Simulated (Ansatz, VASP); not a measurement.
CsSnI3: VASP beside Ansatz

```
Cs Sn I
1.0
     6.36381    0.00000    0.00000
     0.00000    6.36381    0.00000
     0.00000    0.00000    6.36381
Cs Sn I
1 1 3
Direct
  0.00000 0.00000 0.00000
  0.50000 0.50000 0.50000
  0.00000 0.50000 0.50000
  0.50000 0.00000 0.50000
  0.50000 0.50000 0.00000
```

Alike in both runs: task single point; functional r2SCAN; k mesh 4 × 4 × 4; no spin polarisation.

```csv
,VASP,Ansatz
version,VASP 6.6.1,Ansatz 0.2.0
potentials or method,"VASP PAW PBE potentials, release 64 (Cs_sv, Sn_d, I)","plane waves, PAW"
plane-wave cutoff (eV),520,500
occupations,"gaussian, width 0.01 eV",fixed
valence electrons in the cell,44,74
```

```tsv
	VASP	Ansatz	Ansatz less VASP
gap on the k mesh at the Fermi level (eV)	0.76	0.76	+0.001
pressure (GPa)	-0.9	-0.9	+0.01
```

VASP's potentials were made for PBE, not for r2SCAN. VASP's potentials hold 44 valence electrons a cell and Ansatz's 74, so a difference there can come from the potentials and not from the codes.

Neither program's run includes spin-orbit coupling.
